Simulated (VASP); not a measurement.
A run of VASP 6.6.1:

Contents of INCAR:

```
ALGO = Normal ; EDIFF = 1E-6
ENCUT = 520 ; GGA = PE
ISIF = 2 ; ISMEAR = 0
LASPH = T ; LCHARG = T
LELF = T ; LREAL = F
LVHAR = T ; LWAVE = F
NBANDS = 20 ; NELM = 100
PREC = Accurate ; SIGMA = 0.1
```

Contents of KPOINTS:

```
k-points
0
Gamma
  6 6 4
```

POSCAR

```
P
1.0
    2.4978682455     -4.0895702695      0.0000000000
    2.4978682455      4.0895702695      0.0000000000
    0.0000000000      0.0000000000      5.8297201345
P
5
Direct
    0.5000000000      1.0000000000      0.1845700987
    0.0000000000      0.5000000000      0.8154299013
    0.0000000000      0.5000000000      0.1845700987
    0.5000000000      1.0000000000      0.8154299013
    0.0000000000      0.0000000000      0.0000000000
```

Potentials or basis: VASP PAW PBE potentials, release 64 (P).

Command:

```console
$ cat potpaw_PBE.64/P/POTCAR > POTCAR
$ mpirun -np 1 vasp_std > vasp.out
```

Hardware: 1 thread of Intel(R) Xeon(R) Platinum 8488C (Sapphire Rapids), with other jobs on the host.

Q: How long does it take, and how much memory?

A: Wall time 49 s on 1 thread of Intel(R) Xeon(R) Platinum 8488C (Sapphire Rapids), with other jobs on the host, peak memory 0.25 GiB. Counts: scf iterations 14, k points 39.
